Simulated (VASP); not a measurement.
Input of a VASP 6.6.1 run:

File POSCAR:

```
BN
1.0
   -0.0362600200      1.8130010000      1.8130010000
    1.7767409800      0.0000000000      1.7767409800
    1.8130010000      1.8130010000     -0.0362600200
B N
1 1
Direct
    0.0000000000      0.0000000000      0.0000000000
    0.7500000000      0.7500000000      0.7500000000
```

INCAR.step1

```
SYSTEM = BN
  ALGO = Normal
  EDIFF = 1E-4
  ENCUT = 520
  GGA = PE
  ISMEAR = 0
  LASPH = .TRUE.
  LCHARG = .FALSE.
  LREAL = .FALSE.
  LWAVE = .TRUE.
  NBANDS = 11
  NELM = 80
  PREC = Accurate
  SIGMA = 0.05
```

The input INCAR.step2:

```
SYSTEM = BN
  ALGO = Normal
  EDIFF = 1E-6
  ENCUT = 520
  ISIF = 2
  ISMEAR = 0
  ISTART = 1
  LASPH = .TRUE.
  LCHARG = .FALSE.
  LMIXTAU = .TRUE.
  LREAL = .FALSE.
  LWAVE = .FALSE.
  METAGGA = R2SCAN
  NBANDS = 11
  NELM = 80
  PREC = Accurate
  SIGMA = 0.05
```

The input KPOINTS:

```
k-points
0
G
  12 12 12
  0 0 0
```

Potentials or basis: VASP PAW PBE potentials, release 64 (B, N).

Run with:

```console
$ cat potpaw_PBE.64/B/POTCAR potpaw_PBE.64/N/POTCAR > POTCAR
$ cp INCAR.step1 INCAR
$ mpirun -np 1 vasp_std > vasp.out
$ cp INCAR.step2 INCAR
$ mpirun -np 1 vasp_std > vasp.out
```

Predict the band gap on the k mesh.

4.78 eV, indirect (least direct gap 8.87 eV).

What does it give for the pressure?

-3.4 GPa.

Estimate the largest force.

0.016 eV/Å.

Forces in eV/Å, atoms in the order of the input:
```
B    0.000  0.016  0.000
N    0.000 -0.016  0.000
```

Caveat: the cell differs from its parent crystal (strain -0.0400 x Voigt [0, 0, 0, 0, 1, 0]); the PAW data sets were made with another functional, which shifts forces and pressure a little. A k mesh can miss the band edges.
